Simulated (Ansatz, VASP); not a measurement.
**One calculation of BN, two programs**

```
B N
1.0
     0.00000    3.30609    2.16883
     1.26638    0.00000    2.16883
     1.26638    3.30609    0.00000
B N
1 1
Direct
  0.00011 0.00011 0.99989
  0.66659 0.66659 0.33341
```

Change from the starting cell: strain +0.0100 x Voigt [1, -1, 0, 0, 0, 0], atoms carried along.

Alike in both runs: task single point; functional PBE; dispersion D3(BJ); k mesh 12 × 12 × 12; occupations gaussian, width 0.05 eV; no spin polarisation.

```csv
,VASP,Ansatz
version,VASP 6.6.1,Ansatz 0.2.0
potentials or method,"VASP PAW PBE potentials, release 64 (B, N), cutoff 520 eV","scalar-relativistic, plane waves, PAW"
valence electrons in the cell,8,8
```

Ansatz gave:

* gap on the k mesh at the Fermi level (eV): 3.59
* least direct gap on the mesh (eV): 4.48
* pressure (GPa): -3.4
* traceless stress, the component that is largest in VASP (GPa): -5.41
* rms of the force components (eV/Å): 0.067

Task: Estimate VASP's values.

Result: gap on the k mesh at the Fermi level (eV): 3.58; least direct gap on the mesh (eV): 4.48; pressure (GPa): -3.3; traceless stress, the component that is largest in VASP (GPa): -5.32; rms of the force components (eV/Å): 0.067.

Atom by atom the forces differ by 0.000 eV/Å (rms over components).
